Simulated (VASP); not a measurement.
Wanted: the native input for a VASP 6.6.1 run.

```yaml
Task: single point
Functional: PBE
Potentials_or_basis: VASP PAW PBE potentials, release 64 (Te)
Cutoff: 520 eV
k_mesh: 6 × 6 × 4
Occupations: gaussian, width 0.1 eV
Spin: no spin polarisation
Dipole_correction: no
Further_INCAR_settings: ALGO = Normal; EDIFF = 1e-06; NBANDS = 20
```

The structure of Te lies in POSCAR:

```
Te
1.0
    5.2987339382      0.0000000000      0.0000000000
   -2.6493669691      4.5888381984      0.0000000000
    0.0000000000      0.0000000000      6.1029718591
Te
4
Direct
    0.0000000000      0.0000000000      0.2500000000
    0.0000000000      0.0000000000      0.7500000000
    0.3333333333      0.6666666667      0.7500000000
    0.6666666667      0.3333333333      0.2500000000
```

These files were run (other wordings do the same):

INCAR

```
PREC = Accurate
ENCUT = 520
EDIFF = 1E-6
ISMEAR = 0
SIGMA = 0.1
LREAL = False
LASPH = True
NELM = 60
ALGO = Normal
ISIF = 2
LWAVE = False
LCHARG = False
GGA = PE
NBANDS = 20
```

KPOINTS

```
regular mesh
0
Gamma
  6 6 4
```

Potentials or basis: VASP PAW PBE potentials, release 64 (Te).

Command:

```sh
$ cat potpaw_PBE.64/Te/POTCAR > POTCAR
$ mpirun -np 1 vasp_std > vasp.out
```

It gave:

- Pressure: -0.1 GPa
- Band gap on the k mesh: zero (band 12 reaches 5.71 eV, above the bottom of band 13 at 4.17 eV)

Caveat: spin-orbit coupling is left out, which moves the levels of the heavy elements.

Wall time 27 s on 1 thread of Intel(R) Xeon(R) 6975P-C (Granite Rapids) (shared host), peak memory 0.26 GiB.
